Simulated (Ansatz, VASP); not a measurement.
Two plane-wave programs on CaCu2S2

```
CELL_PARAMETERS angstrom
3.94000 0.00000 0.00000
-1.97000 3.41214 0.00000
0.00000 0.00000 6.52300
ATOMIC_POSITIONS crystal
Ca 0.00000 0.00000 0.00000
Cu 0.33333 0.66667 0.37649
Cu 0.66667 0.33333 0.62351
S 0.33333 0.66667 0.74630
S 0.66667 0.33333 0.25370
```

Alike in both runs: task single point; functional r2SCAN; k mesh 12 × 12 × 4; occupations gaussian, width 0.02 eV; no spin polarisation.

|  | VASP | Ansatz |
| --- | --- | --- |
| version | VASP 6.6.1 | Ansatz 0.2.0 |
| potentials or method | VASP PAW PBE potentials, release 64 (Ca_sv, Cu, S), cutoff 520 eV | scalar-relativistic, plane waves, PAW |
| valence electrons in the cell | 44 | 60 |

VASP gave:

* gap on the k mesh at the Fermi level (eV): 1.57
* least direct gap on the mesh (eV): 1.57
* pressure (GPa): -2.0
* traceless stress, the component that is largest in VASP (GPa): 0.20
* rms of the force components (eV/Å): 0.133

**Question.** Estimate Ansatz's values.

**Answer.** gap on the k mesh at the Fermi level (eV): 1.56; least direct gap on the mesh (eV): 1.56; pressure (GPa): -2.2; traceless stress, the component that is largest in VASP (GPa): 0.25; rms of the force components (eV/Å): 0.127.

VASP's potentials were made for PBE, not for r2SCAN. Atom by atom the forces differ by 0.007 eV/Å (rms over components). The functional is the same, so the differences come from potentials, cutoffs and numerics. VASP's potentials hold 44 valence electrons a cell and Ansatz's 60, so a difference there can come from the potentials and not from the codes.
